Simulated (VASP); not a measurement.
# GaAs (scan) (F-43m) in VASP: single point with r2SCAN

Aim: the single point of GaAs (scan) with r2SCAN.

Program: VASP 6.6.1. These are calculated values, not measurements. Logs are shortened: lines on timing, memory, paths and dates and some standing lists are left out, and cuts for length are marked.

**1. The cell of the first run**

It takes space group F-43m (No. 216, cubic). Conventional cell: a = 5.666 Å, b = 5.666 Å, c = 5.666 Å, α = 90.00°, β = 90.00°, γ = 90.00°. Within 3.2 Å of Ga (site symmetry -43m) lie 4 As at 2.45 Å. Within 3.2 Å of As (site symmetry -43m) lie 4 Ga at 2.45 Å.

**2. Single point, r2SCAN**

POSCAR reads:

```
GaAs
1.0
    0.0000000000      2.8327793315      2.8327793315
    2.8327793315      0.0000000000      2.8327793315
    2.8327793315      2.8327793315      0.0000000000
Ga As
1 1
Direct
    0.0000000000      0.0000000000      0.0000000000
    0.7500000000      0.7500000000      0.7500000000
```

INCAR.step1 reads:

```
SYSTEM = GaAs
ALGO = Normal
EDIFF = 1E-5
ENCUT = 550
GGA = PE
GGA_COMPAT = .FALSE.
ISMEAR = 0
LASPH = .TRUE.
LCHARG = .FALSE.
LREAL = .FALSE.
LWAVE = .TRUE.
NBANDS = 16
NELM = 120
PREC = Accurate
SIGMA = 0.02
```

INCAR.step2 reads:

```
SYSTEM = GaAs
ALGO = Normal
EDIFF = 1E-6
ENCUT = 550
GGA_COMPAT = .FALSE.
ISIF = 2
ISMEAR = 0
ISTART = 1
LASPH = .TRUE.
LCHARG = .TRUE.
LELF = .TRUE.
LMIXTAU = .TRUE.
LREAL = .FALSE.
LVHAR = .TRUE.
LWAVE = .FALSE.
METAGGA = R2SCAN
NBANDS = 16
NELM = 120
PREC = Accurate
SIGMA = 0.02
```

KPOINTS reads:

```
k-points
0
G
  8 8 8
  0 0 0
```

Potentials or basis: VASP PAW PBE potentials, release 64 (Ga_d, As).

Started as:

```bash
> cat potpaw_PBE.64/Ga_d/POTCAR potpaw_PBE.64/As/POTCAR > POTCAR
> cp INCAR.step1 INCAR
> mpirun -np 1 vasp_std > vasp.out
> cp INCAR.step2 INCAR
> mpirun -np 1 vasp_std > vasp.out
```

OUTCAR:

```text
SYSTEM = GaAs
   EDIFF = 1E-6
   ENCUT = 550
   ISIF = 2
   ISMEAR = 0
   ISTART = 1
   LASPH = .TRUE.
   LREAL = .FALSE.
   METAGGA = R2SCAN
   NELM = 120
   PREC = Accurate

 ion  position               nearest neighbor table
   1  0.000  0.000  0.000-   2 2.45   2 2.45   2 2.45   2 2.45
   2  0.750  0.750  0.750-   1 2.45   1 2.45   1 2.45   1 2.45

  LATTYP: Found a face centered cubic cell.
 ALAT       =     5.6655586630

  Lattice vectors:

 A1 = (   0.0000000000,   2.8327793315,   2.8327793315)
 A2 = (   2.8327793315,   0.0000000000,   2.8327793315)
 A3 = (   2.8327793315,   2.8327793315,   0.0000000000)

Analysis of symmetry for initial positions (statically):
=====================================================================
 Subroutine PRICEL returns:
 Original cell was already a primitive cell.

 Routine SETGRP: Setting up the symmetry group for a
 face centered cubic supercell.

 Subroutine GETGRP returns: Found 24 space group operations
 (whereof 24 operations were pure point group operations)
 out of a pool of 48 trial point group operations.

The static configuration has the point symmetry T_d .

Analysis of symmetry for dynamics (positions and initial velocities):
=====================================================================
 Subroutine PRICEL returns:
 Original cell was already a primitive cell.

 Routine SETGRP: Setting up the symmetry group for a
 face centered cubic supercell.

 Subroutine GETGRP returns: Found 24 space group operations
 (whereof 24 operations were pure point group operations)
 out of a pool of 48 trial point group operations.

The dynamic configuration has the point symmetry T_d .

 Subroutine INISYM returns: Found 24 space group operations
 (whereof 24 operations are pure point group operations),
 and found     1 'primitive' translations

----------------------------------------------------------------------------------------

                                     Primitive cell

  volume of cell :      45.4641

  direct lattice vectors                    reciprocal lattice vectors
     0.000000000  2.832779331  2.832779331    -0.176505100  0.176505100  0.176505100
     2.832779331  0.000000000  2.832779331     0.176505100 -0.176505100  0.176505100
     2.832779331  2.832779331  0.000000000     0.176505100  0.176505100 -0.176505100

  length of vectors
     4.006154950  4.006154950  4.006154950     0.305715801  0.305715801  0.305715801

  position of ions in fractional coordinates (direct lattice)
     0.000000000  0.000000000  0.000000000
     0.750000000  0.750000000  0.750000000

  ion indices of the primitive-cell ions
   primitive index   ion index
                 1           1
                 2           2

----------------------------------------------------------------------------------------

 KPOINTS: k-points

Automatic generation of k-mesh.
 Grid dimensions read from file:
 generate k-points for:    8    8    8

 Generating k-lattice:

  Cartesian coordinates                     Fractional coordinates (reciprocal lattice)
    -0.022063138  0.022063138  0.022063138     0.125000000  0.000000000  0.000000000
     0.022063138 -0.022063138  0.022063138     0.000000000  0.125000000  0.000000000
     0.022063138  0.022063138 -0.022063138     0.000000000  0.000000000  0.125000000

  Length of vectors
     0.038214475  0.038214475  0.038214475

  Shift w.r.t. Gamma in fractional coordinates (k-lattice)
     0.000000000  0.000000000  0.000000000

 Subroutine IBZKPT returns following result:
 ===========================================

 Found     29 irreducible k-points:

 Following reciprocal coordinates:
            Coordinates               Weight
  0.000000  0.000000  0.000000      1.000000
  0.125000  0.000000  0.000000      8.000000
  0.250000  0.000000  0.000000      8.000000
  0.375000  0.000000  0.000000      8.000000
  0.500000  0.000000  0.000000      4.000000
  0.125000  0.125000  0.000000      6.000000
[... 16 lines left out ...]
  0.500000  0.250000  0.125000     48.000000
 -0.375000  0.250000  0.125000     24.000000
 [... further k-points ...]
   k-points           NKPTS =     29   k-points in BZ     NKDIM =     29   number of bands    NBANDS=     16
   number of dos      NEDOS =    301   number of ions     NIONS =      2
   total plane-waves  NPLWV =  32768
   dimension x,y,z NGX =    32 NGY =   32 NGZ =   32
   dimension x,y,z NGXF=    64 NGYF=   64 NGZF=   64
   ions per type =               1   1
   NGX,Y,Z   is equivalent  to a cutoff of  13.28, 13.28, 13.28 a.u.
   NGXF,Y,Z  is equivalent  to a cutoff of  26.56, 26.56, 26.56 a.u.
 SYSTEM =  GaAs
   PREC   = accura    normal or accurate (medium, high low for compatibility)
   ISTART =      1    job   : 0-new  1-cont  2-samecut
   ICHARG =      0    charge: 1-file 2-atom 10-const
   ISPIN  =      1    spin polarized calculation?
   LNONCOLLINEAR =      F non collinear calculations
   LSORBIT =      F    spin-orbit coupling
   LASPH  =      T    aspherical Exc in radial PAW
   ENCUT  =  550.0 eV  40.42 Ry    6.36 a.u.   7.66  7.66  7.66*2*pi/ulx,y,z
   NELM   =    120;   NELMIN=  2; NELMDL=  0     # of ELM steps
   EDIFF  = 0.1E-05   stopping-criterion for ELM
   LREAL  =      F    real-space projection
   EDIFFG = 0.1E-04   stopping-criterion for IOM
   NSW    =      0    number of steps for IOM
   IBRION =     -1    ionic relax: 0-MD 1-quasi-New 2-CG
   NFREE  =      0    steps in history (QN), initial steepest desc. (CG)
   ISIF   =      2    stress and relaxation
   ISYM   =      2    0-nonsym 1-usesym 2-fastsym
   POTIM  = 0.5000    time-step for ionic-motion
   TEBEG  =    0.0;   TEEND  =   0.0 temperature during run
   PSTRESS=    0.0 pullay stress
   NELECT =      18.0000    total number of electrons
   NUPDOWN=      -1.0000    fix difference up-down
   EMIN   =  10.00;   EMAX   =-10.00  energy-range for DOS
   EFERMI =   0.00;   METHOD = LEGACY
   ISMEAR =     0;   SIGMA  =   0.02  broadening in eV -4-tet -1-fermi 0-gaus
   EFERMI_NEDOS =   21; number of points for ismear=-14 and -15
   IALGO  =     38    algorithm
   IMIX   =      4    mixing-type and parameters
     AMIX     =   0.40;   BMIX     =  1.00
     AMIX_MAG =   1.60;   BMIX_MAG =  1.00
  volume/ion in A,a.u.               =      22.73       153.40
  Fermi-wavevector in a.u.,A,eV,Ry     =   1.202106  2.271652 19.661233  1.445060
  Thomas-Fermi vector in A             =   2.337897
   LORBIT       =      0    0 simple, 1 ext, 2 COOP (PROOUT), +10 PAW based schemes
   METAGGA = R2SCAN    functional components
   LHFCALC =     F    Hartree Fock is set to
   AEXX    =    0.0000 exact exchange contribution
   IVDW    =     0    specifies the selected vdW correction
   LEPSILON=     F    determine dielectric tensor
   LRPA    =     F    only Hartree local field effects (RPA)
 non-spin polarized calculation
 Gauss-broadening in eV      SIGMA  =   0.02
  energy-cutoff  :      550.00
  volume of cell :       45.46
 maximum number of plane-waves:      1363
   NGX = 15   NGY = 15   NGZ = 15

 number of electron      18.0000010 magnetization

 Free energy of the ion-electron system (eV)
  ---------------------------------------------------
  ext. energy  EPLUGINS =         0.00000000
  ---------------------------------------------------
  free energy    TOTEN  =       -27.05317887 eV

  energy without entropy =      -27.05317887  energy(sigma->0) =      -27.05317887

 E-fermi :   3.7207     XC(G=0): -10.2251

 val. band max:        3.6202073494   @ k =   0.0000   0.0000   0.0000
 cond. band min:       4.5659204620   @ k =   0.0000   0.0000   0.0000
 fundamental gap:      0.9457131126
 Fermi energy:         3.7207271769

 k-point     1 :       0.0000    0.0000    0.0000
  band No.  band energies     occupation
      1     -11.6053      2.00000
      2     -11.6053      2.00000
      3     -11.6053      2.00000
      4     -11.5172      2.00000
      5     -11.5172      2.00000
      6      -9.5437      2.00000
[... 8 lines left out ...]
     15      14.2362      0.00000
     16      14.2362      0.00000

 k-point     2 :       0.1250    0.0000    0.0000
  band No.  band energies     occupation
      1     -11.6202      2.00000
      2     -11.6016      2.00000
      3     -11.6016      2.00000
      4     -11.5174      2.00000
      5     -11.5174      2.00000
      6      -9.3530      2.00000
[... 8 lines left out ...]
     15      13.4024      0.00000
     16      13.4024      0.00000

 k-point     3 :       0.2500    0.0000    0.0000
  band No.  band energies     occupation
      1     -11.6524      2.00000
      2     -11.5934      2.00000
      3     -11.5934      2.00000
      4     -11.5168      2.00000
      5     -11.5168      2.00000
      6      -8.8220      2.00000
[... 8 lines left out ...]
     15      13.1653      0.00000
     16      13.2082      0.00000

 k-point     4 :       0.3750    0.0000    0.0000
  band No.  band energies     occupation
      1     -11.6806      2.00000
      2     -11.5867      2.00000
      3     -11.5867      2.00000
      4     -11.5148      2.00000
      5     -11.5148      2.00000
      6      -8.1138      2.00000
[... 8 lines left out ...]
     15      14.3839      0.00000
     16      14.3839      0.00000
[... 324 lines left out ...]
 k-point    22 :       0.3750    0.2500    0.1250
  band No.  band energies     occupation
      1     -11.6764      2.00000
      2     -11.5836      2.00000
      3     -11.5807      2.00000
      4     -11.5253      2.00000
      5     -11.5118      2.00000
      6      -8.3754      2.00000
[... 8 lines left out ...]
     15      15.1768      0.00000
     16      15.7119      0.00000

 k-point    23 :       0.5000    0.2500    0.1250
  band No.  band energies     occupation
      1     -11.6941      2.00000
      2     -11.5793      2.00000
      3     -11.5736      2.00000
      4     -11.5241      2.00000
      5     -11.5122      2.00000
      6      -7.7210      2.00000
[... 8 lines left out ...]
     15      15.0883      0.00000
     16      16.5888      0.00000

 k-point    24 :      -0.3750    0.2500    0.1250
  band No.  band energies     occupation
      1     -11.7008      2.00000
      2     -11.5782      2.00000
      3     -11.5709      2.00000
      4     -11.5217      2.00000
      5     -11.5135      2.00000
      6      -7.3570      2.00000
[... 8 lines left out ...]
     15      15.9000      0.00000
     16      16.4700      0.00000

 [... further k-points ...]
[... 5 lines left out ...]
  --------------------------------------------------------------------------------------
  -------------------------------------------------------------------------------------
  Total        0.0416972      0.0416972      0.0416972      0.0000000      0.0000000     -0.0000000
  in kB        1.4694327      1.4694327      1.4694327      0.0000000      0.0000000     -0.0000000
  external PRESSURE =       1.4694327 kB  Pullay stress =       0.0000000 kB

 VOLUME and BASIS-vectors are now :
 -----------------------------------------------------------------------------
  energy-cutoff  :      550.00
  volume of cell :       45.46
      direct lattice vectors                 reciprocal lattice vectors
     0.000000000  2.832779331  2.832779331    -0.176505100  0.176505100  0.176505100
     2.832779331  0.000000000  2.832779331     0.176505100 -0.176505100  0.176505100
     2.832779331  2.832779331  0.000000000     0.176505100  0.176505100 -0.176505100

 POSITION                                       TOTAL-FORCE (eV/Angst)
 -----------------------------------------------------------------------------------
      0.00000      0.00000      0.00000         0.000000     -0.000000     -0.000000
      4.24917      4.24917      4.24917        -0.000000      0.000000      0.000000
 -----------------------------------------------------------------------------------
    total drift:                                0.000000      0.000000      0.000000

  FREE ENERGIE OF THE ION-ELECTRON SYSTEM (eV)
  ---------------------------------------------------
  free  energy   TOTEN  =       -27.0531788676 eV

  energy  without entropy=      -27.0531788676  energy(sigma->0) =      -27.05317887
```

Wall time 58 s (1 thread of Intel Xeon Platinum 8259CL at 2.50GHz (Skylake/Cascade Lake), shared host); peak memory 0.19 GiB.

What came out:

- Free energy: -27.0532 eV
- Pressure: 0.1 GPa
- Band gap on the k mesh: 0.95 eV, direct

Levels at points of the mesh, in eV from the valence-band top:
```tsv
k point	band 5	band 6	band 7	band 8	band 9	band 10	band 11	band 12	band 13	band 14
(0.00, 0.00, 0.00)	-15.14	-13.16	0.00	0.00	0.00	0.95	4.04	4.04	4.04	8.23
(0.50, 0.00, 0.00)	-15.13	-11.33	-6.78	-1.18	-1.18	1.34	4.99	4.99	8.28	11.09
(0.50, 0.50, 0.00)	-15.12	-10.56	-6.96	-2.75	-2.75	1.77	1.95	10.81	10.81	11.69
```

Caveat: the PAW data sets were made with another functional, which shifts forces and pressure a little. A k mesh can miss the band edges.
